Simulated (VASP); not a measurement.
# GdN: single point with PBE+U

GdN:

```
Gd N
1.0
     0.00000    2.51758    2.51758
     2.51758    0.00000    2.51758
     2.51758    2.51758    0.00000
Gd N
1 1
Direct
  0.00000 0.00000 0.00000
  0.50000 0.50000 0.50000
```

This cell differs from its parent crystal: volume scaled by 1.020.

| Item | Value |
| --- | --- |
| Program | VASP 6.6.1 |
| Task | single point |
| Functional | PBE |
| Potentials or basis | VASP PAW PBE potentials, release 64 (Gd, N) |
| Cutoff | 520 eV |
| k mesh | 10 × 10 × 10 |
| Occupations | gaussian, width 0.05 eV |
| Spin | collinear spin, ferrimagnetic start |
| Starting moments | [7.64, -0.16] μB |
| Hubbard terms | Gd f U = 6.0 eV |

```json
{
 "Pressure": "-2.4 GPa",
 "Band gap on the k mesh": "zero (filled and empty bands overlap)",
 "Net moment": "7.00 μB per cell",
 "Site moments": "Gd +6.87; N -0.11 μB",
 "Valence electrons inside the program's atomic spheres": "Gd 15.19; N 3.62"
}
```

Levels at points of the mesh, in eV from the Fermi level:
Spin up:
```tsv
k point	band 13	band 14	band 15	band 16	band 17	band 18
(0.00, 0.00, 0.00)	0.23	0.23	0.23	2.63	2.63	2.63
(0.50, 0.00, 0.00)	-4.08	-2.27	-2.27	5.16	5.86	5.86
(0.50, 0.50, 0.00)	-1.29	-0.23	-0.17	-0.17	6.43	6.46
```
Spin down:
```tsv
k point	band 4	band 5	band 6	band 7	band 8	band 9	band 10	band 11	band 12	band 13
(0.00, 0.00, 0.00)	-18.51	-12.78	-0.32	-0.32	-0.32	3.44	3.44	3.44	3.66	4.47
(0.50, 0.00, 0.00)	-18.60	-10.98	-3.84	-2.19	-2.19	4.44	4.80	4.80	5.09	5.09
(0.50, 0.50, 0.00)	-18.89	-12.48	-1.01	-0.43	-0.43	0.42	4.87	4.90	5.00	5.00
```

Eigenvalues of the final occupation matrices:
```
    site  spin  trace                         eigenvalues
site 1 f     1   6.94  0.99 0.99 0.99 0.99 0.99 0.99 0.99
site 1 f     2   0.04  0.00 0.00 0.00 0.00 0.01 0.01 0.01
```

Run time: 44 s on 1 thread of Intel(R) Xeon(R) 6975P-C (Granite Rapids), with other jobs on the host, peak memory 0.22 GiB.

Caveat: spin-orbit coupling is left out, which moves the levels of the heavy elements; a cell with one magnetic atom can't hold antiferromagnetic order, which such compounds often take. The state reached can hang on the start; a lower one may exist.
